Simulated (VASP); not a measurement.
Runs of VASP 6.6.1 on GaN. The structure is that of space group F-43m (No. 216), or close to it. The cells are those of the table. 

| task | cell | k mesh | smearing | gap on the mesh (eV) | pressure (GPa) | relaxed volume (Å³/atom) |
| --- | --- | --- | --- | --- | --- | --- |
| relaxation of cell and atoms | relaxed from a = 3.443 Å, angles 60.0°, 2 atoms | 8 × 8 × 8 | gaussian 0.1 eV | 1.72 | -0.4 | 11.38 |
| relaxation of cell and atoms | relaxed from a = 3.183 Å, angles 60.0°, 2 atoms | 10 × 10 × 10 | gaussian 0.02 eV | 1.73 | -0.1 | 11.35 |
| single point | a = 3.443 Å, angles 60.0°, 2 atoms | 6 × 6 × 6 | gaussian 0.1 eV | 0.23 | (b) | - |
| single point | a = 3.181 Å, angles 60.0°, 2 atoms | 10 × 10 × 10 | gaussian 0.02 eV | 1.72 | -0.4 | - |
| single point | a = 3.183 Å, angles 60.0°, 2 atoms | 8 × 8 × 8 | gaussian 0.1 eV | (a) | -0.8 | - |

Alike in all rows: level PBEsol; potentials or basis VASP PAW PBE potentials, release 64 (Ga_d, N); no spin polarisation; cutoff (eV) 600.

Question: Estimate the missing entries.

Answer: (a) 1.71; (b) -26.5.

Caveats: the PAW data sets were made with another functional, which shifts forces and pressure a little; the volume moved by over 15 % at a fixed basis, so the end points are rough (some runs).

A k mesh can miss the band edges, and the runs leave out spin-orbit coupling on Ga.
